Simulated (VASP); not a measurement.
# ZrB2 (P6/mmm) in VASP: further runs

The runs below take ZrB2 through electric field gradients, with LDA.

Program: VASP 6.6.1. These are calculated values, not measurements. Logs are shortened: lines on timing, memory, paths and dates and some standing lists are left out, and cuts for length are marked.

### 1 The cell of the first run

Symmetry: P6/mmm, No. 191, hexagonal system. Conventional cell: a = 3.133 Å, b = 3.133 Å, c = 3.520 Å, α = 90.00°, β = 90.00°, γ = 120.00°. Zr (site symmetry 6/mmm) has 12 B at 2.52 Å and 6 Zr at 3.13 Å within 3.3 Å. Within 2.4 Å of B (site symmetry -6m2) lie 3 B at 1.81 Å.

### 2 Electric field gradients, LDA (equal xx and yy strain of -1 %)

File INCAR:

```
SYSTEM = ZrB2
ALGO = Normal ; EDIFF = 1E-8
ENCUT = 520 ; GGA = CA
ISIF = 2 ; ISMEAR = -1
LASPH = .True. ; LCHARG = .False.
LEFG = .True. ; LREAL = .False.
LWAVE = .False. ; NBANDS = 16
NELM = 100 ; PREC = Accurate
SIGMA = 0.05
```

File KPOINTS:

```
k-points
0
Gamma
  12 12 9
  0 0 0
```

File POSCAR:

```
ZrB2
1.0
    3.1333498272      0.0000000000      0.0000000000
   -1.5666749137      2.7135605494      0.0000000000
    0.0000000000      0.0000000000      3.5200000000
Zr B
1 2
Direct
    0.0000000000      0.0000000000      0.0000000000
    0.3333333333      0.6666666667      0.5000000000
    0.6666666667      0.3333333333      0.5000000000
```

Potentials or basis: VASP PAW LDA potentials, release 64 (Zr_sv, B).

Command:

```console
cat potpaw_LDA.64/Zr_sv/POTCAR potpaw_LDA.64/B/POTCAR > POTCAR
mpirun -np 1 vasp_std > vasp.out
```

OUTCAR:

```text
SYSTEM = ZrB2
   EDIFF = 1E-8
   ENCUT = 520
   GGA = CA
   ISIF = 2
   ISMEAR = -1
   LASPH = .True.
   LREAL = .False.
   NELM = 100
   PREC = Accurate

 ion  position               nearest neighbor table
   1  0.000  0.000  0.000-   2 2.52   3 2.52   2 2.52   3 2.52   3 2.52   3 2.52   2 2.52   2 2.52
                             3 2.52   3 2.52   2 2.52   2 2.52
   2  0.333  0.667  0.500-   3 1.81   3 1.81   3 1.81   1 2.52   1 2.52   1 2.52   1 2.52   1 2.52
                             1 2.52
   3  0.667  0.333  0.500-   2 1.81   2 1.81   2 1.81   1 2.52   1 2.52   1 2.52   1 2.52   1 2.52
                             1 2.52

  LATTYP: Found a hexagonal cell.
 ALAT       =     3.1333498272
 C/A-ratio  =     1.1233983418

  Lattice vectors:

 A1 = (   3.1333498272,   0.0000000000,   0.0000000000)
 A2 = (  -1.5666749137,   2.7135605494,   0.0000000000)
 A3 = (   0.0000000000,   0.0000000000,   3.5200000000)

Analysis of symmetry for initial positions (statically):
=====================================================================
 Subroutine PRICEL returns:
 Original cell was already a primitive cell.

 Routine SETGRP: Setting up the symmetry group for a
 hexagonal supercell.

 Subroutine GETGRP returns: Found 24 space group operations
 (whereof 24 operations were pure point group operations)
 out of a pool of 24 trial point group operations.

The static configuration has the point symmetry D_6h.

Analysis of symmetry for dynamics (positions and initial velocities):
=====================================================================
 Subroutine PRICEL returns:
 Original cell was already a primitive cell.

 Routine SETGRP: Setting up the symmetry group for a
 hexagonal supercell.

 Subroutine GETGRP returns: Found 24 space group operations
 (whereof 24 operations were pure point group operations)
 out of a pool of 24 trial point group operations.

The dynamic configuration has the point symmetry D_6h.

 Subroutine INISYM returns: Found 24 space group operations
 (whereof 24 operations are pure point group operations),
 and found     1 'primitive' translations

----------------------------------------------------------------------------------------

                                     Primitive cell

  volume of cell :      29.9289

  direct lattice vectors                    reciprocal lattice vectors
     3.133349827  0.000000000  0.000000000     0.319147256  0.184259754  0.000000000
    -1.566674914  2.713560549  0.000000000     0.000000000  0.368519509  0.000000000
     0.000000000  0.000000000  3.520000000     0.000000000  0.000000000  0.284090909

  length of vectors
     3.133349827  3.133349827  3.520000000     0.368519509  0.368519509  0.284090909

  position of ions in fractional coordinates (direct lattice)
     0.000000000  0.000000000  0.000000000
     0.333333333  0.666666667  0.500000000
     0.666666667  0.333333333  0.500000000

  ion indices of the primitive-cell ions
   primitive index   ion index
                 1           1
                 2           2
                 3           3

----------------------------------------------------------------------------------------

 KPOINTS: k-points

Automatic generation of k-mesh.
 Grid dimensions read from file:
 generate k-points for:   12   12    9

 Generating k-lattice:

  Cartesian coordinates                     Fractional coordinates (reciprocal lattice)
[... 20 lines left out ...]
  0.250000  0.000000  0.000000      6.000000
  0.333333  0.000000  0.000000      6.000000
  0.416667  0.000000  0.000000      6.000000
[... 16 lines left out ...]
  0.250000  0.000000  0.111111     12.000000
  0.333333  0.000000  0.111111     12.000000
 [... further k-points ...]
   k-points           NKPTS =     95   k-points in BZ     NKDIM =     95   number of bands    NBANDS=     16
   number of dos      NEDOS =    301   number of ions     NIONS =      3
   total plane-waves  NPLWV =  16128
   dimension x,y,z NGX =    24 NGY =   24 NGZ =   28
   dimension x,y,z NGXF=    48 NGYF=   48 NGZF=   56
   ions per type =               1   2
   NGX,Y,Z   is equivalent  to a cutoff of  12.73, 12.73, 13.22 a.u.
   NGXF,Y,Z  is equivalent  to a cutoff of  25.47, 25.47, 26.45 a.u.
 SYSTEM =  ZrB2
   PREC   = accura    normal or accurate (medium, high low for compatibility)
   ISTART =      0    job   : 0-new  1-cont  2-samecut
   ICHARG =      2    charge: 1-file 2-atom 10-const
   ISPIN  =      1    spin polarized calculation?
   LNONCOLLINEAR =      F non collinear calculations
   LSORBIT =      F    spin-orbit coupling
   LASPH  =      T    aspherical Exc in radial PAW
   ENCUT  =  520.0 eV  38.22 Ry    6.18 a.u.   5.83  5.83  6.54*2*pi/ulx,y,z
   NELM   =    100;   NELMIN=  2; NELMDL= -5     # of ELM steps
   EDIFF  = 0.1E-07   stopping-criterion for ELM
   LREAL  =      F    real-space projection
   EDIFFG = 0.1E-06   stopping-criterion for IOM
   NSW    =      0    number of steps for IOM
   IBRION =     -1    ionic relax: 0-MD 1-quasi-New 2-CG
   NFREE  =      0    steps in history (QN), initial steepest desc. (CG)
   ISIF   =      2    stress and relaxation
   ISYM   =      2    0-nonsym 1-usesym 2-fastsym
   POTIM  = 0.5000    time-step for ionic-motion
   TEBEG  =    0.0;   TEEND  =   0.0 temperature during run
   PSTRESS=    0.0 pullay stress
   NELECT =      18.0000    total number of electrons
   NUPDOWN=      -1.0000    fix difference up-down
   EMIN   =  10.00;   EMAX   =-10.00  energy-range for DOS
   EFERMI =   0.00;   METHOD = LEGACY
   ISMEAR =    -1;   SIGMA  =   0.05  broadening in eV -4-tet -1-fermi 0-gaus
   EFERMI_NEDOS =   21; number of points for ismear=-14 and -15
   IALGO  =     38    algorithm
   IMIX   =      4    mixing-type and parameters
     AMIX     =   0.40;   BMIX     =  1.00
     AMIX_MAG =   1.60;   BMIX_MAG =  1.00
  volume/ion in A,a.u.               =       9.98        67.32
  Fermi-wavevector in a.u.,A,eV,Ry     =   1.381875  2.611364 25.981379  1.909577
  Thomas-Fermi vector in A             =   2.506618
   LORBIT       =      0    0 simple, 1 ext, 2 COOP (PROOUT), +10 PAW based schemes
   GGA     = CA    functional components
   LHFCALC =     F    Hartree Fock is set to
   AEXX    =    0.0000 exact exchange contribution
   IVDW    =     0    specifies the selected vdW correction
   LEPSILON=     F    determine dielectric tensor
   LRPA    =     F    only Hartree local field effects (RPA)
 non-spin polarized calculation
  energy-cutoff  :      520.00
  volume of cell :       29.93
 maximum number of plane-waves:       822
 NGX is ok and might be reduce to    24
   NGX = 11   NGY = 11   NGZ = 13

 number of electron      18.0000000 magnetization

 Free energy of the ion-electron system (eV)
  ---------------------------------------------------
  ext. energy  EPLUGINS =         0.00000000
  ---------------------------------------------------
  free energy    TOTEN  =       -27.48342697 eV

  energy without entropy =      -27.48149284  energy(sigma->0) =      -27.48245990

 E-fermi :  10.8317     XC(G=0): -12.7111

 val. band max:       10.8275811637   @ k =   0.1667   0.1667   0.1111
 cond. band min:      10.8906877462   @ k =   0.1667   0.1667   0.2222
 fundamental gap:      0.0631065825
 Fermi energy:        10.8317490610

 k-point     1 :       0.0000    0.0000    0.0000
  band No.  band energies     occupation
      1     -37.5116      2.00000
      2     -15.8785      2.00000
      3     -15.2496      2.00000
      4     -15.2496      2.00000
      5      -1.9291      2.00000
      6       8.0874      2.00000
[... 433 lines left out ...]
      3     -15.7692      2.00000
      4     -15.4272      2.00000
      5       0.1581      2.00000
      6       4.3480      2.00000
[... 8 lines left out ...]
     15      18.6566      0.00000
     16      21.6632      0.00000

 [... further k-points ...]

------------------------ aborting loop because EDIFF is reached ----------------------------------------

  FORCE on cell =-STRESS in cart. coord.  units (eV):
  Direction    XX          YY          ZZ          XY          YZ          ZX
  --------------------------------------------------------------------------------------
  -------------------------------------------------------------------------------------
  Total       -0.1652398     -0.1652398     -0.6708939      0.0000000     -0.0000000      0.0000000
  in kB       -8.8457420     -8.8457420    -35.9147925      0.0000000     -0.0000000      0.0000000
  external PRESSURE =     -17.8687589 kB  Pullay stress =       0.0000000 kB

 VOLUME and BASIS-vectors are now :
 -----------------------------------------------------------------------------
  energy-cutoff  :      520.00
  volume of cell :       29.93
      direct lattice vectors                 reciprocal lattice vectors
     3.133349827  0.000000000  0.000000000     0.319147256  0.184259754  0.000000000
    -1.566674914  2.713560549  0.000000000     0.000000000  0.368519509  0.000000000
     0.000000000  0.000000000  3.520000000     0.000000000  0.000000000  0.284090909

 POSITION                                       TOTAL-FORCE (eV/Angst)
 -----------------------------------------------------------------------------------
      0.00000      0.00000      0.00000        -0.000000      0.000000      0.000000
     -0.00000      1.80904      1.76000        -0.000000      0.000000      0.000000
      1.56667      0.90452      1.76000         0.000000      0.000000      0.000000
 -----------------------------------------------------------------------------------
    total drift:                               -0.000000      0.000000     -0.000000

  FREE ENERGIE OF THE ION-ELECTRON SYSTEM (eV)
  ---------------------------------------------------
  free  energy   TOTEN  =       -27.4834269651 eV

  energy  without entropy=      -27.4814928441  energy(sigma->0) =      -27.48245990

 Electric field gradients (V/A^2)
---------------------------------------------------------------------
 ion       V_xx      V_yy      V_zz      V_xy      V_xz      V_yz
---------------------------------------------------------------------
   1     -23.225   -23.226    46.451    -0.000    -0.000     0.000
   2      -1.164    -1.164     2.329    -0.000     0.000     0.000
   3      -1.164    -1.164     2.329    -0.000     0.000    -0.000
---------------------------------------------------------------------

 Electric field gradients after diagonalization (V/A^2)
 (convention: |V_zz| > |V_xx| > |V_yy|)
----------------------------------------------------------------------
 ion       V_xx      V_yy      V_zz     asymmetry (V_yy - V_xx)/ V_zz
----------------------------------------------------------------------
   1     -23.226   -23.225    46.451       0.000
   2      -1.164    -1.164     2.329       0.000
   3      -1.164    -1.164     2.329       0.000
----------------------------------------------------------------------

           NMR quadrupolar parameters

 Cq : quadrupolar parameter    Cq=e*Q*V_zz/h
 eta: asymmetry parameters     (V_yy - V_xx)/ V_zz
 Q  : nuclear electric quadrupole moment in mb (millibarn)
----------------------------------------------------------------------
 ion       Cq(MHz)       eta       Q (mb)
----------------------------------------------------------------------
   1       0.112       0.000       1.000
   2       0.006       0.000       1.000
   3       0.006       0.000       1.000
----------------------------------------------------------------------
```

Wall time 18 s (1 thread of Intel Xeon Platinum 8559C (Emerald Rapids), shared host); peak memory 0.16 GiB.

What came out:

```
Free energy            : -27.4834 eV
Pressure               : -1.8 GPa
Band gap on the k mesh : zero (band 9 reaches 11.57 eV, above the bottom of band 10 at 10.19 eV)
```

Electric field gradients, principal values (V/Å²):
```
atom    least   middle  greatest (by size)
1 Zr  -23.225  -23.226              46.451
 2 B   -1.164   -1.164               2.329
 3 B   -1.164   -1.164               2.329
```

Caveat: the cell differs from its parent crystal (equal xx and yy strain of -1 %); without QUAD_EFG the Cq values of the log hold for a quadrupole moment of 1 mb, not for the nuclei.

(Continued in part 2 of 2.)
